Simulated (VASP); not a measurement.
# Al32As (a cell with a defect) in VASP: single point with PBE

Aim: the single point of Al32As (a cell with a defect) with PBE.

All numbers are computed with VASP 6.6.1; they aren't measurements. Logs are shortened: lines on timing, memory, paths and dates and some standing lists are left out, and cuts for length are marked.

## 1. The cell of the first run

The cell holds a defect, 33 atoms: a = 8.100 Å, b = 8.100 Å, c = 8.100 Å, α = 90.00°, β = 90.00°, γ = 90.00°.

## 2. Single point, PBE

INCAR

```
  PREC = Accurate
  ENCUT = 520
  EDIFF = 1E-6
  ISMEAR = -1
  SIGMA = 0.05
  LREAL = Auto
  LASPH = T
  NELM = 100
  ALGO = Normal
  ISIF = 2
  LWAVE = F
  LCHARG = F
  GGA = PE
  NBANDS = 72
```

KPOINTS

```
Automatic mesh
0
Gamma
  2 2 2
```

POSCAR

```
Al32As
1.0
    8.1000000000      0.0000000000      0.0000000000
    0.0000000000      8.1000000000      0.0000000000
    0.0000000000      0.0000000000      8.1000000000
Al As
32 1
Direct
    0.5001129689      0.0002410247     -0.0135257661
    0.7518910451      0.2483984666     -0.0018402903
    0.7635771292      0.0002411690      0.2499406802
    0.0000958670      0.0001704511     -0.0035124865
    0.2483124291      0.2483929620     -0.0018430680
    0.5000594239      0.5001059293     -0.0554546940
    0.7518832767      0.7519648255     -0.0018323691
    0.2365990009      0.0002412247      0.2499415905
    0.5000611346      0.1951382967      0.2499848204
    0.8055290444      0.5001054997      0.2499859959
    0.5001119794      0.0002410954      0.5134502553
    0.7518933906      0.2483938604      0.5017385626
    0.7535650000      0.0001706985      0.7499541182
    0.0001358520      0.5002006410     -0.0135273917
    0.2483216125      0.7519689939     -0.0018372993
    0.0001363373      0.2366650610      0.2499419400
    0.1949496891      0.5001082210      0.2499851142
    0.5000588720      0.8057101121      0.2499862361
    0.0000951359      0.0001692023      0.5034117925
    0.2483092165      0.2483891331      0.5017422277
    0.5000600965      0.5001072288      0.5551324653
    0.7518872198      0.7519681580      0.5017292855
    0.2466399162      0.0001692581      0.7499549337
    0.5001115057      0.2366629339      0.7499230045
    0.7635806192      0.5002007465      0.7499229372
    0.0001357121      0.7636479808      0.2499403552
    0.0001359848      0.5001988233      0.5134519243
    0.2483169793      0.7519713803      0.5017349316
    0.0000948313      0.2467196898      0.7499552735
    0.2365952584      0.5001986881      0.7499230468
    0.5001134075      0.7636497861      0.7499229610
    0.0000964686      0.7536445544      0.7499537691
    0.5002855953      0.5005062039      0.2497939438
```

Potentials or basis: VASP PAW PBE potentials, release 64 (Al, As).

Launch:

```
$ cat potpaw_PBE.64/Al/POTCAR potpaw_PBE.64/As/POTCAR > POTCAR
$ mpirun -np 1 vasp_std > vasp.out
```

OUTCAR:

```text
PREC = Accurate
   ENCUT = 520
   EDIFF = 1E-6
   ISMEAR = -1
   LREAL = Auto
   LASPH = T
   NELM = 100
   ISIF = 2
   GGA = PE

 ion  position               nearest neighbor table
   1  0.500  0.000  0.986-  18 2.65   9 2.65  24 2.71  31 2.71  13 2.81  23 2.81   2 2.87   5 2.87
                             7 2.87  15 2.87   3 3.02   8 3.02
   2  0.752  0.248  0.998-  29 2.84   4 2.84  13 2.84   1 2.87   3 2.87  24 2.87  16 2.87  25 2.87
                            14 2.87  10 2.92   6 2.92   9 2.92
   3  0.764  0.000  0.250-  18 2.65   9 2.65  16 2.71  26 2.71   4 2.81  19 2.81   2 2.87  12 2.87
                             7 2.87  22 2.87   1 3.02  11 3.02
   4  0.000  0.000  0.996-  16 2.81   8 2.81   3 2.81  26 2.81  32 2.82  13 2.82  23 2.82  29 2.82
                             7 2.84  15 2.84   2 2.84   5 2.84
   5  0.248  0.248  0.998-  29 2.84  23 2.84   4 2.84   8 2.87   1 2.87  16 2.87  14 2.87  24 2.87
                            30 2.87   6 2.92  17 2.92   9 2.92
   6  0.500  0.500  0.945-  33 2.47  24 2.65  30 2.65  25 2.65  31 2.65   5 2.92   2 2.92  15 2.92
                             7 2.92  21 3.15
   7  0.752  0.752  0.998-   4 2.84  13 2.84  32 2.84  25 2.87  31 2.87  14 2.87  26 2.87   1 2.87
                             3 2.87  18 2.92  10 2.92   6 2.92
   8  0.237  0.000  0.250-  18 2.65   9 2.65  16 2.71  26 2.71   4 2.81  19 2.81   5 2.87  20 2.87
                            15 2.87  28 2.87   1 3.02  11 3.02
   9  0.500  0.195  0.250-  33 2.47   8 2.65  11 2.65   1 2.65   3 2.65  20 2.92   5 2.92  12 2.92
[... 32 lines left out ...]
                             7 2.87   2 2.87  31 3.02  24 3.02
  26  0.000  0.764  0.250-  10 2.65  17 2.65   8 2.71   3 2.71   4 2.81  19 2.81  15 2.87  28 2.87
                             7 2.87  22 2.87  14 3.02  27 3.02
  27  0.000  0.500  0.513-  10 2.65  17 2.65  30 2.71  25 2.71  32 2.81  29 2.81  28 2.87  20 2.87
                            22 2.87  12 2.87  26 3.02  16 3.02
  28  0.248  0.752  0.502-  23 2.84  19 2.84  32 2.84  27 2.87  30 2.87  26 2.87  31 2.87   8 2.87
                            11 2.87  18 2.92  17 2.92  21 2.92
  29  0.000  0.247  0.750-  30 2.81  27 2.81  25 2.81  14 2.81  13 2.82   4 2.82  19 2.82  23 2.82
                             2 2.84  12 2.84   5 2.84  20 2.84
  30  0.237  0.500  0.750-   6 2.65  21 2.65  27 2.71  14 2.71  32 2.81  29 2.81  28 2.87  20 2.87
                            15 2.87   5 2.87  31 3.02  24 3.02
  31  0.500  0.764  0.750-   6 2.65  21 2.65  11 2.71   1 2.71  13 2.81  23 2.81  22 2.87  28 2.87
                             7 2.87  15 2.87  25 3.02  30 3.02
  32  0.000  0.754  0.750-  30 2.81  27 2.81  25 2.81  14 2.81  13 2.82   4 2.82  19 2.82  23 2.82
                             7 2.84  22 2.84  15 2.84  28 2.84
  33  0.500  0.501  0.250-  18 2.47  10 2.47   6 2.47  17 2.47  21 2.47   9 2.47

  LATTYP: Found a simple cubic cell.
 ALAT       =     8.1000000000

  Lattice vectors:

 A1 = (   8.1000000000,   0.0000000000,   0.0000000000)
 A2 = (   0.0000000000,   8.1000000000,   0.0000000000)
 A3 = (   0.0000000000,   0.0000000000,   8.1000000000)

Analysis of symmetry for initial positions (statically):
=====================================================================
 Subroutine PRICEL returns:
 Original cell was already a primitive cell.

 Routine SETGRP: Setting up the symmetry group for a
 simple cubic supercell.

 Subroutine GETGRP returns: Found  1 space group operations
 (whereof  1 operations were pure point group operations)
 out of a pool of 48 trial point group operations.

The static configuration has the point symmetry C_1 .

Analysis of symmetry for dynamics (positions and initial velocities):
=====================================================================
 Subroutine PRICEL returns:
 Original cell was already a primitive cell.

 Routine SETGRP: Setting up the symmetry group for a
 simple cubic supercell.

 Subroutine GETGRP returns: Found  1 space group operations
 (whereof  1 operations were pure point group operations)
 out of a pool of 48 trial point group operations.

The dynamic configuration has the point symmetry C_1 .

 Subroutine INISYM returns: Found  1 space group operations
 (whereof  1 operations are pure point group operations),
 and found     1 'primitive' translations

----------------------------------------------------------------------------------------

                                     Primitive cell

  volume of cell :     531.4410

  direct lattice vectors                    reciprocal lattice vectors
     8.100000000  0.000000000  0.000000000     0.123456790  0.000000000  0.000000000
     0.000000000  8.100000000  0.000000000     0.000000000  0.123456790  0.000000000
[... 87 lines left out ...]
     0.061728395  0.000000000  0.000000000     0.500000000  0.000000000  0.000000000
     0.000000000  0.061728395  0.000000000     0.000000000  0.500000000  0.000000000
     0.000000000  0.000000000  0.061728395     0.000000000  0.000000000  0.500000000

  Length of vectors
     0.061728395  0.061728395  0.061728395

  Shift w.r.t. Gamma in fractional coordinates (k-lattice)
     0.000000000  0.000000000  0.000000000

 Subroutine IBZKPT returns following result:
 ===========================================

 Found      8 irreducible k-points:

 Following reciprocal coordinates:
            Coordinates               Weight
  0.000000  0.000000  0.000000      1.000000
  0.500000  0.000000  0.000000      1.000000
  0.000000  0.500000  0.000000      1.000000
  0.000000  0.000000  0.500000      1.000000
  0.500000  0.500000  0.000000      1.000000
  0.000000  0.500000  0.500000      1.000000
  0.500000  0.000000  0.500000      1.000000
  0.500000  0.500000  0.500000      1.000000
   k-points           NKPTS =      8   k-points in BZ     NKDIM =      8   number of bands    NBANDS=     72
   number of dos      NEDOS =    301   number of ions     NIONS =     33
   total plane-waves  NPLWV = 216000
   dimension x,y,z NGX =    60 NGY =   60 NGZ =   60
   dimension x,y,z NGXF=   120 NGYF=  120 NGZF=  120
   ions per type =              32   1
   NGX,Y,Z   is equivalent  to a cutoff of  12.31, 12.31, 12.31 a.u.
   NGXF,Y,Z  is equivalent  to a cutoff of  24.63, 24.63, 24.63 a.u.
 SYSTEM =  unknown system
   PREC   = accura    normal or accurate (medium, high low for compatibility)
   ISTART =      0    job   : 0-new  1-cont  2-samecut
   ICHARG =      2    charge: 1-file 2-atom 10-const
   ISPIN  =      1    spin polarized calculation?
   LNONCOLLINEAR =      F non collinear calculations
   LSORBIT =      F    spin-orbit coupling
   LASPH  =      T    aspherical Exc in radial PAW
   ENCUT  =  520.0 eV  38.22 Ry    6.18 a.u.  15.06 15.06 15.06*2*pi/ulx,y,z
   NELM   =    100;   NELMIN=  2; NELMDL= -5     # of ELM steps
   EDIFF  = 0.1E-05   stopping-criterion for ELM
   LREAL  =      T    real-space projection
   EDIFFG = 0.1E-04   stopping-criterion for IOM
   NSW    =      0    number of steps for IOM
   IBRION =     -1    ionic relax: 0-MD 1-quasi-New 2-CG
   NFREE  =      0    steps in history (QN), initial steepest desc. (CG)
   ISIF   =      2    stress and relaxation
   ISYM   =      2    0-nonsym 1-usesym 2-fastsym
   POTIM  = 0.5000    time-step for ionic-motion
   TEBEG  =    0.0;   TEEND  =   0.0 temperature during run
   PSTRESS=    0.0 pullay stress
   NELECT =     101.0000    total number of electrons
   NUPDOWN=      -1.0000    fix difference up-down
   EMIN   =  10.00;   EMAX   =-10.00  energy-range for DOS
   EFERMI =   0.00;   METHOD = LEGACY
   ISMEAR =    -1;   SIGMA  =   0.05  broadening in eV -4-tet -1-fermi 0-gaus
   EFERMI_NEDOS =   21; number of points for ismear=-14 and -15
   IALGO  =     38    algorithm
   IMIX   =      4    mixing-type and parameters
     AMIX     =   0.40;   BMIX     =  1.00
     AMIX_MAG =   1.60;   BMIX_MAG =  1.00
  volume/ion in A,a.u.               =      16.10       108.68
  Fermi-wavevector in a.u.,A,eV,Ry     =   0.941233  1.778672 12.053656  0.885919
  Thomas-Fermi vector in A             =   2.068723
   LORBIT       =      0    0 simple, 1 ext, 2 COOP (PROOUT), +10 PAW based schemes
   GGA     = PE    functional components
   LHFCALC =     F    Hartree Fock is set to
   AEXX    =    0.0000 exact exchange contribution
   IVDW    =     0    specifies the selected vdW correction
   LEPSILON=     F    determine dielectric tensor
   LRPA    =     F    only Hartree local field effects (RPA)
 non-spin polarized calculation
  energy-cutoff  :      520.00
  volume of cell :      531.44
 maximum number of plane-waves:     14400
   NGX = 31   NGY = 31   NGZ = 31

 number of electron     101.0000000 magnetization

 Free energy of the ion-electron system (eV)
  ---------------------------------------------------
  ext. energy  EPLUGINS =         0.00000000
  ---------------------------------------------------
  free energy    TOTEN  =      -123.26994090 eV

  energy without entropy =     -123.19590573  energy(sigma->0) =     -123.23292332

 E-fermi :   8.2320     XC(G=0): -10.3064

 val. band max:        8.2135003810   @ k =   0.0000   0.5000   0.0000
 cond. band min:       8.3152775215   @ k =   0.5000   0.5000   0.0000
 fundamental gap:      0.1017771405
 Fermi energy:         8.2320225795

 k-point     1 :       0.0000    0.0000    0.0000
  band No.  band energies     occupation
      1      -4.7688      2.00000
      2      -2.6860      2.00000
      3      -1.0489      2.00000
      4      -1.0489      2.00000
      5      -0.7483      2.00000
      6      -0.7483      2.00000
[... 509 lines left out ...]
     61      10.9263      0.00000
     62      10.9263      0.00000
 [bands above 62 left out]

------------------------ aborting loop because EDIFF is reached ----------------------------------------

  FORCE on cell =-STRESS in cart. coord.  units (eV):
  Direction    XX          YY          ZZ          XY          YZ          ZX
  --------------------------------------------------------------------------------------
  -------------------------------------------------------------------------------------
  Total       14.0276016     14.0251181     14.0264787     -0.0031385      0.0028660      0.0011792
  in kB       42.2901231     42.2826360     42.2867378     -0.0094620      0.0086404      0.0035552
  external PRESSURE =      42.2864989 kB  Pullay stress =       0.0000000 kB

 VOLUME and BASIS-vectors are now :
 -----------------------------------------------------------------------------
  energy-cutoff  :      520.00
  volume of cell :      531.44
      direct lattice vectors                 reciprocal lattice vectors
     8.100000000  0.000000000  0.000000000     0.123456790  0.000000000  0.000000000
     0.000000000  8.100000000  0.000000000     0.000000000  0.123456790  0.000000000
     0.000000000  0.000000000  8.100000000     0.000000000  0.000000000  0.123456790

 POSITION                                       TOTAL-FORCE (eV/Angst)
 -----------------------------------------------------------------------------------
      4.05092      0.00195      7.99044         0.000027      0.000220      0.011562
      6.09032      2.01203      8.08509         0.005165     -0.003827     -0.005287
      6.18497      0.00195      2.02452        -0.011493      0.000215      0.000014
      0.00078      0.00138      8.07155         0.000525      0.000150     -0.009002
      2.01133      2.01198      8.08507        -0.004320     -0.004278     -0.005454
      4.05048      4.05086      7.65082        -0.000020     -0.000063     -0.019267
[... 25 lines left out ...]
      0.00078      6.10452      6.07463        -0.000057      0.008555      0.000260
      4.05231      4.05410      2.02333        -0.000255      0.000203     -0.000453
 -----------------------------------------------------------------------------------
    total drift:                               -0.009621     -0.016005      0.003335

  FREE ENERGIE OF THE ION-ELECTRON SYSTEM (eV)
  ---------------------------------------------------
  free  energy   TOTEN  =      -123.2699409002 eV

  energy  without entropy=     -123.1959057302  energy(sigma->0) =     -123.23292332
```

Run time: 2.8 min. Hardware: 1 thread of AMD EPYC 9R45 (Zen 5), shared host; peak memory 0.54 GiB.

Results:

```yaml
Free_energy: -123.2699 eV
Pressure: 4.2 GPa
Largest_force: 0.023 eV/Å
Band_gap_on_the_k_mesh: zero (an odd number of electrons rules out a gap without spin polarisation)
```

Forces in eV/Å, atoms in the order of the input:
```
Al   0.000  0.000  0.012
Al   0.005 -0.004 -0.005
Al  -0.011  0.000  0.000
Al   0.001  0.000 -0.009
Al  -0.004 -0.004 -0.005
Al   0.000  0.000 -0.019
Al   0.004  0.005 -0.005
Al   0.011  0.000  0.000
Al   0.000 -0.023  0.000
Al   0.019  0.000  0.000
Al   0.000  0.000 -0.011
Al   0.005 -0.004  0.005
Al   0.009  0.000  0.000
Al   0.000  0.000  0.012
Al  -0.005  0.006 -0.005
Al   0.000  0.011  0.000
Al  -0.021  0.000  0.000
Al   0.000  0.017  0.000
Al   0.001  0.000  0.010
Al  -0.004 -0.005  0.004
Al   0.000  0.000  0.020
Al   0.005  0.005  0.004
Al  -0.010  0.000  0.000
Al   0.000  0.012  0.000
Al  -0.012  0.000  0.000
Al   0.000 -0.011  0.000
Al   0.000  0.000 -0.011
Al  -0.004  0.006  0.005
Al   0.000 -0.010  0.000
Al   0.011  0.000  0.000
Al   0.000 -0.011  0.000
Al   0.000  0.009  0.000
As   0.000  0.000  0.000
```

Caveat: the k points lie up to 0.39 Å⁻¹ apart, too coarse for converged energies and pressures of a metal.

The gap in the log of VASP goes by the Fermi energy; the results here count the filled bands.